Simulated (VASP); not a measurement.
# Si16HC16 (a cell with a defect) in VASP: single point with PBE

Aim: the single point of Si16HC16 (a cell with a defect) with PBE.

Everything below comes from runs of VASP 6.6.1. Logs are shortened: lines on timing, memory, paths and dates and some standing lists are left out, and cuts for length are marked.

### 1 The cell of the first run

The cell holds a defect, 33 atoms: a = 7.586 Å, b = 7.586 Å, c = 7.586 Å, α = 109.47°, β = 109.47°, γ = 109.47°.

### 2 Single point, PBE

Input file INCAR:

```
  PREC = Accurate
  ENCUT = 520
  EDIFF = 1E-6
  ISMEAR = 0
  SIGMA = 0.02
  LREAL = Auto
  LASPH = True
  NELM = 100
  ALGO = Normal
  ISIF = 2
  LWAVE = False
  LCHARG = False
  GGA = PE
  NELECT = 128.0
  NBANDS = 86
```

Input file KPOINTS:

```
Automatic mesh
0
Gamma
  2 2 2
  0.5 0.5 0.5
```

Input file POSCAR:

```
Si16HC16
1.0
    4.3797259441      4.3797259441      4.3797259441
   -4.3797259441      4.3797259441     -4.3797259441
   -4.3797259441     -4.3797259441      4.3797259441
Si C H
16 16 1
Direct
    0.2527082777      0.0018539973      0.0000000000
    0.2490491446      0.7503058506      0.2520228467
    0.4798333336      0.7298231763      0.0000000000
    0.2516340095      0.5015601497      0.5027880804
    0.5003645269      0.4989887559      0.2520076631
    0.7518985302      0.5026564511      0.0000000000
    0.2483568639      0.2469810928      0.7479923497
    0.5013435836      0.2512757679      0.4999980656
    0.7522213814      0.2570891454      0.2506712781
    0.0017692888      0.2517157498      0.0000000000
    0.5015501034      0.0064178673      0.7493287347
    0.7488459419     -0.0012279307      0.4972119324
    0.0071715674      0.0021653181      0.2506873750
    0.7564842052      0.7514778418      0.7493125236
    0.0013455180      0.7512777151      0.5000019471
   -0.0029737020      0.4982830040      0.7479771661
    0.5017871045      0.2504648725      0.2507413738
    0.5008747186      0.0004807378      0.4979972555
    0.7476829696     -0.0023789160      0.2360813241
    0.5116016455      0.7615397727      0.7639186887
    0.7505453633      0.7508049686      0.4979969130
    0.0005205805      0.7517242042      0.2507428579
    0.4985212609      0.4945516061      0.0000000000
    0.7497777354      0.5009813463      0.7492571549
    0.0028774631      0.5024834951      0.5020027573
    0.2525837265      0.5025221962      0.2535033046
    0.7522462688      0.2538577788      0.0000000000
   -0.0009196922      0.2490188916      0.7464965940
    0.2525484503      0.2528080556      0.5020030998
    0.0039074363      0.0021907763      0.0000001142
    0.2510457307     -0.0002766155      0.7492585248
    0.2445675857      0.7484646395      0.0000000000
    0.6675666554     -0.0827225275      0.0000000000
```

Potentials or basis: VASP PAW PBE potentials, release 64 (Si, C, H).

The run is started by

```
cat potpaw_PBE.64/Si/POTCAR potpaw_PBE.64/C/POTCAR potpaw_PBE.64/H/POTCAR > POTCAR
mpirun -np 1 vasp_std > vasp.out
```

OUTCAR:

```text
PREC = Accurate
   ENCUT = 520
   EDIFF = 1E-6
   ISMEAR = 0
   LREAL = Auto
   LASPH = True
   NELM = 100
   ISIF = 2
   GGA = PE
   NELECT = 128.0

 ion  position               nearest neighbor table
   1  0.253  0.002  0.000-  30 1.89  17 1.89  31 1.89  32 1.90  14 3.07  13 3.07   7 3.08   5 3.08
                            11 3.09   9 3.09  15 3.10   8 3.10   3 3.10  10 3.10  16 3.12   2 3.12
   2  0.249  0.750  0.252-  22 1.89  18 1.89  26 1.89  32 1.90   3 2.99  13 3.06  15 3.07   6 3.08
                            11 3.08  10 3.09   4 3.09  12 3.10   8 3.10   5 3.11   1 3.12  16 3.12
   3  0.480  0.730  0.000-  33 1.64  32 1.84  23 1.84  20 1.96  19 1.96  16 2.99   2 2.99   7 2.99
                             5 2.99   4 3.08  12 3.08   1 3.10   6 3.10
   4  0.252  0.502  0.503-  29 1.89  25 1.89  26 1.90  20 1.98   3 3.08  13 3.09   9 3.09   5 3.09
                             2 3.09   7 3.10  16 3.10   8 3.10  15 3.10  10 3.11  14 3.13  11 3.13
   5  0.500  0.499  0.252-  17 1.89  21 1.89  26 1.89  23 1.90   3 2.99   9 3.06   8 3.07   1 3.08
                            14 3.08  10 3.09   4 3.09  12 3.10  15 3.10   2 3.11   6 3.12   7 3.12
   6  0.752  0.503  0.000-  27 1.89  24 1.89  22 1.89  23 1.90  11 3.07   9 3.07  16 3.08   2 3.08
                            13 3.09  14 3.09   8 3.10  15 3.10   3 3.10  10 3.10   7 3.12   5 3.12
   7  0.248  0.247  0.748-  31 1.89  29 1.89  28 1.89  23 1.90   3 2.99  11 3.06  15 3.07   1 3.08
                            13 3.08  10 3.09  12 3.09   4 3.10   8 3.10  16 3.11   6 3.12   5 3.12
   8  0.501  0.251  0.500-  24 1.89  17 1.89  18 1.90  29 1.90  13 3.06  11 3.06  16 3.07   5 3.07
                             1 3.10   4 3.10   6 3.10  12 3.10  14 3.10   9 3.10   2 3.10   7 3.10
   9  0.752  0.257  0.251-  17 1.88  25 1.89  27 1.89  19 1.92   5 3.06  15 3.06   6 3.07  16 3.08
                             4 3.09   1 3.09   8 3.10  10 3.10  11 3.11  12 3.13
  10  0.002  0.252  0.000-  27 1.90  30 1.90  26 1.91  28 1.91  16 3.09   2 3.09   7 3.09   5 3.09
                            11 3.10   9 3.10  13 3.10  14 3.10   1 3.10   6 3.10  12 3.11   4 3.11
  11  0.502  0.006  0.749-  31 1.88  18 1.89  27 1.89  20 1.92   7 3.06   8 3.06   6 3.07   2 3.08
                            12 3.09   1 3.09  15 3.10  10 3.10   9 3.11   4 3.13
  12  0.749  0.999  0.497-  21 1.89  18 1.89  28 1.90  19 1.98   3 3.08  14 3.09  11 3.09   7 3.09
[... 10 lines left out ...]
  18  0.501  0.000  0.498-  12 1.89  11 1.89   2 1.89   8 1.90
  19  0.748  0.998  0.236-   9 1.92  13 1.92   3 1.96  12 1.98
  20  0.512  0.762  0.764-  11 1.92  14 1.92   3 1.96   4 1.98
  21  0.751  0.751  0.498-  12 1.89  14 1.89   5 1.89  15 1.90
  22  0.001  0.752  0.251-  13 1.88   2 1.89  15 1.89   6 1.89
[... 8 lines left out ...]
  31  0.251  1.000  0.749-  11 1.88   7 1.89  15 1.89   1 1.89
  32  0.245  0.748  0.000-   3 1.84  16 1.90   2 1.90   1 1.90
  33  0.668  0.917  0.000-   3 1.64

  LATTYP: Found a body centered cubic cell.
 ALAT       =     8.7594518882

  Lattice vectors:

 A1 = (   4.3797259441,   4.3797259441,   4.3797259441)
 A2 = (  -4.3797259441,   4.3797259441,  -4.3797259441)
 A3 = (  -4.3797259441,  -4.3797259441,   4.3797259441)

Analysis of symmetry for initial positions (statically):
=====================================================================
 Subroutine PRICEL returns:
 Original cell was already a primitive cell.

 Routine SETGRP: Setting up the symmetry group for a
 body centered cubic supercell.

 Subroutine GETGRP returns: Found  2 space group operations
 (whereof  2 operations were pure point group operations)
 out of a pool of 48 trial point group operations.

The static configuration has the point symmetry C_1h.

Analysis of symmetry for dynamics (positions and initial velocities):
=====================================================================
 Subroutine PRICEL returns:
 Original cell was already a primitive cell.

 Routine SETGRP: Setting up the symmetry group for a
 body centered cubic supercell.

 Subroutine GETGRP returns: Found  2 space group operations
 (whereof  2 operations were pure point group operations)
 out of a pool of 48 trial point group operations.

The dynamic configuration has the point symmetry C_1h.

 Subroutine INISYM returns: Found  2 space group operations
 (whereof  2 operations are pure point group operations),
 and found     1 'primitive' translations

----------------------------------------------------------------------------------------

                                     Primitive cell

  volume of cell :     336.0476

  direct lattice vectors                    reciprocal lattice vectors
     4.379725944  4.379725944  4.379725944     0.000000000  0.114162394  0.114162394
    -4.379725944  4.379725944 -4.379725944    -0.114162394  0.114162394  0.000000000
    -4.379725944 -4.379725944  4.379725944    -0.114162394  0.000000000  0.114162394

[... 82 lines left out ...]
 Generating k-lattice:

  Cartesian coordinates                     Fractional coordinates (reciprocal lattice)
     0.000000000  0.057081197  0.057081197     0.500000000  0.000000000  0.000000000
    -0.057081197  0.057081197  0.000000000     0.000000000  0.500000000  0.000000000
    -0.057081197  0.000000000  0.057081197     0.000000000  0.000000000  0.500000000

  Length of vectors
     0.080725003  0.080725003  0.080725003

  Shift w.r.t. Gamma in fractional coordinates (k-lattice)
     0.500000000  0.500000000  0.500000000

 Subroutine IBZKPT returns following result:
 ===========================================

 Found      3 irreducible k-points:

 Following reciprocal coordinates:
            Coordinates               Weight
  0.250000  0.250000  0.250000      2.000000
 -0.250000  0.250000  0.250000      4.000000
  0.250000  0.250000 -0.250000      2.000000
   k-points           NKPTS =      3   k-points in BZ     NKDIM =      3   number of bands    NBANDS=     86
   number of dos      NEDOS =    301   number of ions     NIONS =     33
   total plane-waves  NPLWV = 175616
   dimension x,y,z NGX =    56 NGY =   56 NGZ =   56
   dimension x,y,z NGXF=   112 NGYF=  112 NGZF=  112
   ions per type =              16  16   1
   NGX,Y,Z   is equivalent  to a cutoff of  12.27, 12.27, 12.27 a.u.
   NGXF,Y,Z  is equivalent  to a cutoff of  24.54, 24.54, 24.54 a.u.
 SYSTEM =  unknown system
   PREC   = accura    normal or accurate (medium, high low for compatibility)
   ISTART =      0    job   : 0-new  1-cont  2-samecut
   ICHARG =      2    charge: 1-file 2-atom 10-const
   ISPIN  =      1    spin polarized calculation?
   LNONCOLLINEAR =      F non collinear calculations
   LSORBIT =      F    spin-orbit coupling
   LASPH  =      T    aspherical Exc in radial PAW
   ENCUT  =  520.0 eV  38.22 Ry    6.18 a.u.  14.10 14.10 14.10*2*pi/ulx,y,z
   NELM   =    100;   NELMIN=  2; NELMDL= -5     # of ELM steps
   EDIFF  = 0.1E-05   stopping-criterion for ELM
   LREAL  =      T    real-space projection
   EDIFFG = 0.1E-04   stopping-criterion for IOM
   NSW    =      0    number of steps for IOM
   IBRION =     -1    ionic relax: 0-MD 1-quasi-New 2-CG
   NFREE  =      0    steps in history (QN), initial steepest desc. (CG)
   ISIF   =      2    stress and relaxation
   ISYM   =      2    0-nonsym 1-usesym 2-fastsym
   POTIM  = 0.5000    time-step for ionic-motion
   TEBEG  =    0.0;   TEEND  =   0.0 temperature during run
   PSTRESS=    0.0 pullay stress
   NELECT =     128.0000    total number of electrons
   NUPDOWN=      -1.0000    fix difference up-down
   EMIN   =  10.00;   EMAX   =-10.00  energy-range for DOS
   EFERMI =   0.00;   METHOD = LEGACY
   ISMEAR =     0;   SIGMA  =   0.02  broadening in eV -4-tet -1-fermi 0-gaus
   EFERMI_NEDOS =   21; number of points for ismear=-14 and -15
   IALGO  =     38    algorithm
   IMIX   =      4    mixing-type and parameters
     AMIX     =   0.40;   BMIX     =  1.00
     AMIX_MAG =   1.60;   BMIX_MAG =  1.00
  volume/ion in A,a.u.               =      10.18        68.72
  Fermi-wavevector in a.u.,A,eV,Ry     =   1.186710  2.242556 19.160817  1.408280
  Thomas-Fermi vector in A             =   2.322877
   LORBIT       =      0    0 simple, 1 ext, 2 COOP (PROOUT), +10 PAW based schemes
   GGA     = PE    functional components
   LHFCALC =     F    Hartree Fock is set to
   AEXX    =    0.0000 exact exchange contribution
   IVDW    =     0    specifies the selected vdW correction
   LEPSILON=     F    determine dielectric tensor
   LRPA    =     F    only Hartree local field effects (RPA)
 non-spin polarized calculation
 Gauss-broadening in eV      SIGMA  =   0.02
  energy-cutoff  :      520.00
  volume of cell :      336.05
 maximum number of plane-waves:      9092
   NGX = 29   NGY = 29   NGZ = 29

 number of electron     127.9999997 magnetization

 Free energy of the ion-electron system (eV)
  ---------------------------------------------------
  ext. energy  EPLUGINS =         0.00000000
  ---------------------------------------------------
  free energy    TOTEN  =      -250.99951675 eV

  energy without entropy =     -250.99951675  energy(sigma->0) =     -250.99951675

 E-fermi :   7.5547     XC(G=0): -11.2926

 val. band max:        7.4049083052   @ k =   0.2500   0.2500   0.2500
 cond. band min:      10.0071459390   @ k =   0.2500   0.2500  -0.2500
 fundamental gap:      2.6022376337
 Fermi energy:         7.5547312073

 k-point     1 :       0.2500    0.2500    0.2500
  band No.  band energies     occupation
      1      -6.7313      2.00000
      2      -6.1161      2.00000
      3      -6.0930      2.00000
      4      -6.0865      2.00000
      5      -4.2201      2.00000
      6      -3.5388      2.00000
[... 226 lines left out ...]
     75      13.2884      0.00000
     76      13.3168      0.00000
 [bands above 76 left out]

------------------------ aborting loop because EDIFF is reached ----------------------------------------

  FORCE on cell =-STRESS in cart. coord.  units (eV):
  Direction    XX          YY          ZZ          XY          YZ          ZX
  --------------------------------------------------------------------------------------
  -------------------------------------------------------------------------------------
  Total      -10.8767200     -7.0332757    -10.8767200     -0.0014403     -0.0014403      3.7413836
  in kB      -51.8570408    -33.5326154    -51.8570408     -0.0068669     -0.0068667     17.8378299
  external PRESSURE =     -45.7488990 kB  Pullay stress =       0.0000000 kB

 VOLUME and BASIS-vectors are now :
 -----------------------------------------------------------------------------
  energy-cutoff  :      520.00
  volume of cell :      336.05
      direct lattice vectors                 reciprocal lattice vectors
     4.379725944  4.379725944  4.379725944     0.000000000  0.114162394  0.114162394
    -4.379725944  4.379725944 -4.379725944    -0.114162394  0.114162394  0.000000000
    -4.379725944 -4.379725944  4.379725944    -0.114162394  0.000000000  0.114162394

 POSITION                                       TOTAL-FORCE (eV/Angst)
 -----------------------------------------------------------------------------------
      1.09867      1.11491      1.09867        -0.000278     -0.005797     -0.000278
     -3.29916      3.27311     -1.09158         0.004878      0.000791     -0.000103
     -1.09489      5.29796     -1.09489         0.001742      0.023307      0.001742
     -3.29668      1.09671      1.10747         0.001964      0.003093     -0.002751
     -1.09770      3.27317      1.10975        -0.000165      0.000851     -0.004594
      1.09161      5.49461      1.09161         0.000704     -0.005442      0.000704
[... 25 lines left out ...]
     -2.20693      4.34921     -2.20693         0.003017      0.010299      0.003017
     -1.09366      6.94118     -1.09366        -0.001562     -0.005610     -0.001562
 -----------------------------------------------------------------------------------
    total drift:                               -0.001548      0.021062     -0.001468

  FREE ENERGIE OF THE ION-ELECTRON SYSTEM (eV)
  ---------------------------------------------------
  free  energy   TOTEN  =      -250.9995167503 eV

  energy  without entropy=     -250.9995167503  energy(sigma->0) =     -250.99951675
```

It took 8.9 min on 1 thread of Intel Xeon 8259CL, shared host; peak memory 0.43 GiB.

What came out:

| Property | Result |
| --- | --- |
| Free energy | -250.9995 eV |
| Largest force | 0.023 eV/Å |

Forces in eV/Å, atoms in the order of the input:
```
Si   0.000 -0.006  0.000
Si   0.005  0.001  0.000
Si   0.002  0.023  0.002
Si   0.002  0.003 -0.003
Si   0.000  0.001 -0.005
Si   0.001 -0.005  0.001
Si  -0.005  0.001  0.000
Si   0.000  0.000  0.000
Si   0.000 -0.007 -0.001
Si   0.000 -0.002  0.000
Si  -0.001 -0.007  0.000
Si  -0.003  0.003  0.002
Si   0.001 -0.007  0.000
Si   0.000 -0.007  0.001
Si   0.000  0.000  0.000
Si   0.000  0.001  0.005
C    0.003  0.007  0.011
C   -0.004 -0.005  0.001
C   -0.003  0.005  0.004
C    0.004  0.005 -0.003
C    0.000 -0.006  0.003
C   -0.011  0.008 -0.002
C   -0.004  0.009 -0.004
C   -0.002  0.008 -0.011
C    0.001 -0.005 -0.004
C    0.008  0.000 -0.008
C    0.006 -0.012  0.006
C   -0.008  0.000  0.008
C    0.003 -0.006  0.000
C   -0.005 -0.012 -0.005
C    0.011  0.007  0.003
C    0.003  0.010  0.003
H   -0.002 -0.006 -0.002
```

Caveat: the cell carries a net charge on a neutralising background, which shifts energy and pressure; the cell is charged against a uniform background, so pressure and absolute levels hang on convention.
